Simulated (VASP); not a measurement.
Here is a VASP 6.6.1 calculation.

Contents of INCAR:

```
  PREC = Accurate
  ENCUT = 520
  EDIFF = 1E-6
  ISMEAR = 0
  SIGMA = 0.15
  LREAL = False
  LASPH = True
  NELM = 60
  ALGO = Normal
  ISIF = 2
  LWAVE = False
  LCHARG = False
  GGA = PE
  IVDW = 12
  NBANDS = 26
```

Contents of KPOINTS:

```
regular mesh
0
Gamma
  22 22 4
```

File POSCAR:

```
C
1.0
   -1.2324898335     -2.1347350114      0.0000000000
    1.2324898335     -2.1347350114      0.0000000000
    0.0000000000      0.0000000000     15.4768657407
C
8
Direct
    1.0000000000      1.0000000000      0.7618844718
    1.0000000000      1.0000000000      0.3264970372
    0.0000000000      0.0000000000      0.1088033199
    0.0000000000      0.0000000000      0.5441907545
    0.6666666667      0.6666666667      0.7618844718
    0.6666666667      0.6666666667      0.3264970372
    0.3333333333      0.3333333333      0.1088033199
    0.3333333333      0.3333333333      0.5441907545
```

Potentials or basis: VASP PAW PBE potentials, release 64 (C).

Run with:

```bash
$ cat potpaw_PBE.64/C/POTCAR > POTCAR
$ mpirun -np 1 vasp_std > vasp.out
```

(1) Predict the pressure.

(2) Estimate the largest force.

(3) Estimate the dispersion energy per atom.

(4) Estimate the band gap on the k mesh.

## Answers

(1) 0.4 GPa.

(2) 0.021 eV/Å.

(3) -0.141 eV.

(4) 0.39 eV, direct.
